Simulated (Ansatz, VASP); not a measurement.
# Two plane-wave programs on AlN

```
CELL_PARAMETERS angstrom
0.00000 2.00594 2.00594
2.00594 0.00000 2.00594
2.00594 2.00594 0.00000
ATOMIC_POSITIONS crystal
Al 0.50000 0.50000 0.50000
N 0.00000 0.00000 0.00000
```

Alike in both runs: task single point; functional r2SCAN; k mesh 8 × 8 × 8; occupations gaussian, width 0.05 eV; no spin polarisation.

```csv
,VASP,Ansatz
version,VASP 6.6.1,Ansatz 0.2.0
potentials or method,"VASP PAW PBE potentials, release 64 (Al, N), cutoff 660 eV","scalar-relativistic, plane waves, PAW"
valence electrons in the cell,8,8
```

|  | VASP | Ansatz | Ansatz less VASP |
| --- | --- | --- | --- |
| gap on the k mesh at the Fermi level (eV) | 5.72 | 5.72 | -0.005 |
| least direct gap on the mesh (eV) | 6.87 | 6.82 | -0.052 |
| pressure (GPa) | 4.8 | 5.5 | +0.71 |

VASP's potentials were made for PBE, not for r2SCAN. With one functional, cell and mesh, what is left measures potentials, basis and numerics.
